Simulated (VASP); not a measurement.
# Ga2O3 (R-3c) in VASP: relaxation of cell and atoms with PBE

Aim: the relaxation of cell and atoms of Ga2O3 with PBE.

Program: VASP 6.6.1. These are calculated values, not measurements. Logs are shortened: lines on timing, memory, paths and dates and some standing lists are left out, and cuts for length are marked.

**1. The cell of the first run**

Symmetry: R-3c, No. 167, trigonal system. The conventional cell has a = 4.982 Å, b = 4.982 Å, c = 13.433 Å, α = 90.00°, β = 90.00°, γ = 120.00°. Within 2.5 Å of Ga (site symmetry 3) lie 6 O at 1.92 to 2.08 Å. O (site symmetry 2) has 4 Ga at 1.92 to 2.08 Å within 2.5 Å.

**2. Relaxation of cell and atoms, PBE**

File INCAR:

```
PREC = Accurate ; ENCUT = 600
EDIFF = 1E-6 ; ISMEAR = 0
SIGMA = 0.1 ; LREAL = False
LASPH = True ; NELM = 100
ALGO = Normal ; ISIF = 3
LWAVE = False ; LCHARG = False
GGA = PE ; IBRION = 2
NSW = 90 ; EDIFFG = -0.04
```

File KPOINTS:

```
Automatic mesh
0
Gamma
  6 6 6
```

File POSCAR:

```
Ga2O3
1.0
    2.4912495700      1.4383236100      4.4776701900
   -2.4912495700      1.4383236100      4.4776701900
    0.0000000000     -2.8766472200      4.4776701900
Ga O
4 6
Direct
    0.8554000000      0.8554000000      0.8554000000
    0.6446000000      0.6446000000      0.6446000000
    0.1446000000      0.1446000000      0.1446000000
    0.3554000000      0.3554000000      0.3554000000
    0.0548999900      0.4451000100      0.7500000000
    0.7500000000      0.0548999900      0.4451000100
    0.4451000100      0.7500000000      0.0548999900
    0.9451000100      0.5548999900      0.2500000000
    0.2500000000      0.9451000100      0.5548999900
    0.5548999900      0.2500000000      0.9451000100
```

Potentials or basis: VASP PAW PBE potentials, release 64 (Ga_d, O).

On the command line:

```sh
> cat potpaw_PBE.64/Ga_d/POTCAR potpaw_PBE.64/O/POTCAR > POTCAR
> mpirun -np 1 vasp_std > vasp.out
```

OUTCAR:

```text
PREC = Accurate
   ENCUT = 600
   EDIFF = 1E-6
   ISMEAR = 0
   LREAL = False
   LASPH = True
   NELM = 100
   ISIF = 3
   GGA = PE
   IBRION = 2
   NSW = 90
   EDIFFG = -0.04

 ion  position               nearest neighbor table
   1  0.855  0.855  0.855-  10 1.92   8 1.92   9 1.92   5 2.08   7 2.08   6 2.08   2 2.83
   2  0.645  0.645  0.645-   9 1.92   8 1.92  10 1.92   5 2.08   7 2.08   6 2.08   1 2.83
   3  0.145  0.145  0.145-   7 1.92   5 1.92   6 1.92   8 2.08   9 2.08  10 2.08   4 2.83
   4  0.355  0.355  0.355-   6 1.92   5 1.92   7 1.92   8 2.08   9 2.08  10 2.08   3 2.83
   5  0.055  0.445  0.750-   3 1.92   4 1.92   1 2.08   2 2.08
   6  0.750  0.055  0.445-   4 1.92   3 1.92   1 2.08   2 2.08
   7  0.445  0.750  0.055-   3 1.92   4 1.92   1 2.08   2 2.08
   8  0.945  0.555  0.250-   1 1.92   2 1.92   3 2.08   4 2.08
   9  0.250  0.945  0.555-   2 1.92   1 1.92   3 2.08   4 2.08
  10  0.555  0.250  0.945-   1 1.92   2 1.92   3 2.08   4 2.08

  LATTYP: Found a trigonal (rhomboedric) cell.
 ALAT       =     5.3220888341
 COS(alpha) =     0.5617718913

  Lattice vectors:

 A1 = (   2.4912495700,   1.4383236100,   4.4776701900)
 A2 = (  -2.4912495700,   1.4383236100,   4.4776701900)
 A3 = (   0.0000000000,  -2.8766472200,   4.4776701900)

Analysis of symmetry for initial positions (statically):
=====================================================================
 Subroutine PRICEL returns:
 Original cell was already a primitive cell.

 Routine SETGRP: Setting up the symmetry group for a
 trigonal (rhombohedral) supercell.

 Subroutine GETGRP returns: Found 12 space group operations
 (whereof  6 operations were pure point group operations)
 out of a pool of 12 trial point group operations.

The static configuration has the point symmetry S_6 .
 The point group associated with its full space group is D_3d.

Analysis of symmetry for dynamics (positions and initial velocities):
=====================================================================
 Subroutine PRICEL returns:
 Original cell was already a primitive cell.

 Routine SETGRP: Setting up the symmetry group for a
 trigonal (rhombohedral) supercell.

 Subroutine GETGRP returns: Found 12 space group operations
 (whereof  6 operations were pure point group operations)
 out of a pool of 12 trial point group operations.

The dynamic configuration has the point symmetry S_6 .
 The point group associated with its full space group is D_3d.

 Subroutine INISYM returns: Found 12 space group operations
[... 122 lines left out ...]
   TEBEG  =    0.0;   TEEND  =   0.0 temperature during run
   PSTRESS=    0.0 pullay stress
   NELECT =      88.0000    total number of electrons
   NUPDOWN=      -1.0000    fix difference up-down
   EMIN   =  10.00;   EMAX   =-10.00  energy-range for DOS
   EFERMI =   0.00;   METHOD = LEGACY
   ISMEAR =     0;   SIGMA  =   0.10  broadening in eV -4-tet -1-fermi 0-gaus
   EFERMI_NEDOS =   21; number of points for ismear=-14 and -15
   IALGO  =     38    algorithm
   IMIX   =      4    mixing-type and parameters
     AMIX     =   0.40;   BMIX     =  1.00
     AMIX_MAG =   1.60;   BMIX_MAG =  1.00
  volume/ion in A,a.u.               =       9.63        64.96
  Fermi-wavevector in a.u.,A,eV,Ry     =   1.588827  3.002448 34.346163  2.524372
  Thomas-Fermi vector in A             =   2.687771
   LORBIT       =      0    0 simple, 1 ext, 2 COOP (PROOUT), +10 PAW based schemes
   GGA     = PE    functional components
   LHFCALC =     F    Hartree Fock is set to
   AEXX    =    0.0000 exact exchange contribution
   IVDW    =     0    specifies the selected vdW correction
   LEPSILON=     F    determine dielectric tensor
   LRPA    =     F    only Hartree local field effects (RPA)
 conjugate gradient relaxation of ions
 non-spin polarized calculation
 Gauss-broadening in eV      SIGMA  =   0.10
  energy-cutoff  :      600.00
  volume of cell :       96.27
 maximum number of plane-waves:      3233
 NGX is ok and might be reduce to    48
   NGX = 21   NGY = 21   NGZ = 21

--------------------------------------- Ionic step        1  -------------------------------------------

 number of electron      88.0000004 magnetization

 Free energy of the ion-electron system (eV)
  ---------------------------------------------------
  ext. energy  EPLUGINS =         0.00000000
  ---------------------------------------------------
  free energy    TOTEN  =       -59.24584635 eV

  energy without entropy =      -59.24584635  energy(sigma->0) =      -59.24584635

------------------------ aborting loop because EDIFF is reached ----------------------------------------

  FORCE on cell =-STRESS in cart. coord.  units (eV):
  Direction    XX          YY          ZZ          XY          YZ          ZX
  --------------------------------------------------------------------------------------
  -------------------------------------------------------------------------------------
  Total        6.5674067      6.5674067      5.8011712      0.0000000     -0.0000000      0.0000000
  in kB      109.3017947    109.3017947     96.5492864      0.0000000     -0.0000000      0.0000000
  external PRESSURE =     105.0509586 kB  Pullay stress =       0.0000000 kB
[... 163 lines left out ...]
--------------------------------------- Ionic step        5  -------------------------------------------

 number of electron      88.0000001 magnetization

 Free energy of the ion-electron system (eV)
  ---------------------------------------------------
  ext. energy  EPLUGINS =         0.00000000
  ---------------------------------------------------
  free energy    TOTEN  =       -59.39686737 eV

  energy without entropy =      -59.39686737  energy(sigma->0) =      -59.39686737

 E-fermi :   4.5880     XC(G=0): -11.9447

 val. band max:        4.0709442466   @ k =  -0.1667   0.1667   0.0000
 cond. band min:       6.4341795106   @ k =   0.0000   0.0000   0.0000
 fundamental gap:      2.3632352640
 Fermi energy:         4.5880363121

 k-point     1 :       0.0000    0.0000    0.0000
  band No.  band energies     occupation
      1     -14.5886      2.00000
      2     -12.7435      2.00000
      3     -12.7435      2.00000
      4     -12.7155      2.00000
      5     -12.6992      2.00000
      6     -12.6992      2.00000
[... 1309 lines left out ...]
     51      13.7872      0.00000
     52      14.6053      0.00000

 [... further k-points ...]

------------------------ aborting loop because EDIFF is reached ----------------------------------------

  FORCE on cell =-STRESS in cart. coord.  units (eV):
  Direction    XX          YY          ZZ          XY          YZ          ZX
  --------------------------------------------------------------------------------------
  -------------------------------------------------------------------------------------
  Total        0.0721038      0.0721038      0.0809501     -0.0000000      0.0000000      0.0000000
  in kB        1.1448703      1.1448703      1.2853340     -0.0000000      0.0000000      0.0000000
  external PRESSURE =       1.1916916 kB  Pullay stress =       0.0000000 kB
[... 25 lines left out ...]
  FREE ENERGIE OF THE ION-ELECTRON SYSTEM (eV)
  ---------------------------------------------------
  free  energy   TOTEN  =       -59.3968673704 eV

  energy  without entropy=      -59.3968673704  energy(sigma->0) =      -59.39686737

 reached required accuracy - stopping structural energy minimisation
```

Wall time 23 min (1 thread of Intel Xeon Platinum 8259CL at 2.50GHz (Skylake/Cascade Lake), shared host); peak memory 0.43 GiB.

What came out:

- Free energy: -59.3969 eV
- Relaxed volume: 10.09 Å³/atom
- Relaxed cell: a = 5.405 Å, b = 5.405 Å, c = 5.405 Å, α = 55.85°, β = 55.85°, γ = 55.85°
- Space group after relaxing (to 0.1 Å): R-3c (No. 167)
- Energy gained by relaxing: 15.1 meV/atom
- Ionic steps: 5
- Pressure after relaxing: 0.1 GPa
- Largest force after relaxing: 0.032 eV/Å
- Band gap on the k mesh: 2.36 eV (least direct gap 2.60 eV)

Forces on the atoms (eV/Å):
```
Ga   0.000  0.000  0.032
Ga   0.000  0.000 -0.032
Ga   0.000  0.000 -0.032
Ga   0.000  0.000  0.032
O   -0.029  0.000  0.000
O    0.015 -0.025  0.000
O    0.015  0.025  0.000
O    0.029  0.000  0.000
O   -0.015  0.025  0.000
O   -0.015 -0.025  0.000
```

The path:
```
step  energy change (eV)  largest force (eV/Å)  pressure (GPa)  volume (Å³)
   1              0.0000                0.1338           10.51        96.27
   2             -0.0417                0.0499           -7.61       105.33
   3             -0.1495                0.0762           -0.12       101.00
   4             -0.1495                0.0772            0.10       100.91
   5             -0.1510                0.0316            0.12       100.90
```

Final structure:
```yaml
crystal:
  lattice:
    - [2.53118, 1.46138, 4.54649]
    - [-2.53118, 1.46138, 4.54649]
    - [0.00000, -2.92275, 4.54649]
  atoms:
    - { symbol: Ga, position: [0.85564, 0.85564, 0.85564] }
    - { symbol: Ga, position: [0.64436, 0.64436, 0.64436] }
    - { symbol: Ga, position: [0.14436, 0.14436, 0.14436] }
    - { symbol: Ga, position: [0.35564, 0.35564, 0.35564] }
    - { symbol: O, position: [0.05356, 0.44644, 0.75000] }
    - { symbol: O, position: [0.75000, 0.05356, 0.44644] }
    - { symbol: O, position: [0.44644, 0.75000, 0.05356] }
    - { symbol: O, position: [0.94644, 0.55356, 0.25000] }
    - { symbol: O, position: [0.25000, 0.94644, 0.55356] }
    - { symbol: O, position: [0.55356, 0.25000, 0.94644] }
```

A k mesh can miss the band edges. Zero-point motion and thermal expansion aren't in these numbers.
